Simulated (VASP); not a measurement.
Write the native input for VASP 6.6.1 that does the following.

```yaml
Task: single point
Functional: LDA
Potentials_or_basis: VASP PAW LDA potentials, release 64 (Ni)
Cutoff: 520 eV
k_mesh: 16 × 16 × 16
Occupations: fermi-dirac, width 0.1 eV
Spin: no spin polarisation
Dipole_correction: no
Further_INCAR_settings: ALGO = Normal; EDIFF = 1e-06; NBANDS = 11
```

The structure of Ni lies in POSCAR:

```
Ni
1.0
    0.0000000000      1.8188104652      1.8188104652
    1.8188104652      0.0000000000      1.8188104652
    1.8188104652      1.8188104652      0.0000000000
Ni
1
Direct
    0.0000000000      0.0000000000      0.0000000000
```

This cell differs from its parent crystal: volume scaled by 1.1.

These files were run (other wordings do the same):

INCAR

```
SYSTEM = Ni
PREC     = Accurate       ! precision mode
ENCUT    = 520            ! plane-wave cutoff, eV
EDIFF    = 1E-6           ! SCF threshold, eV
ISMEAR   = -1             ! smearing method
SIGMA    = 0.1            ! smearing width, eV
LREAL    = .FALSE.        ! projectors in reciprocal space
LASPH    = .TRUE.         ! aspherical terms in the spheres
NELM     = 80             ! most SCF steps
ALGO     = Normal         ! electronic algorithm
ISIF     = 2              ! what is computed and relaxed
LWAVE    = .FALSE.        ! write WAVECAR
LCHARG   = .FALSE.        ! write CHGCAR
NBANDS   = 11             ! bands
```

KPOINTS

```
Automatic mesh
0
G
  16 16 16
  0 0 0
```

Potentials or basis: VASP PAW LDA potentials, release 64 (Ni).

The run is started by

```console
$ cat potpaw_LDA.64/Ni/POTCAR > POTCAR
$ mpirun -np 1 vasp_std > vasp.out
```

Results of the run:

- Pressure: -29.6 GPa
- Band gap on the k mesh: zero (band 5 reaches 7.63 eV, above the bottom of band 6 at 6.82 eV)

Caveat: the run has no spin polarisation, though such a crystal can be magnetic.

It took 16 s on 1 thread of Intel(R) Xeon(R) Platinum 8259CL CPU @ 2.50GHz (Skylake/Cascade Lake) (shared host), peak memory 0.13 GiB.
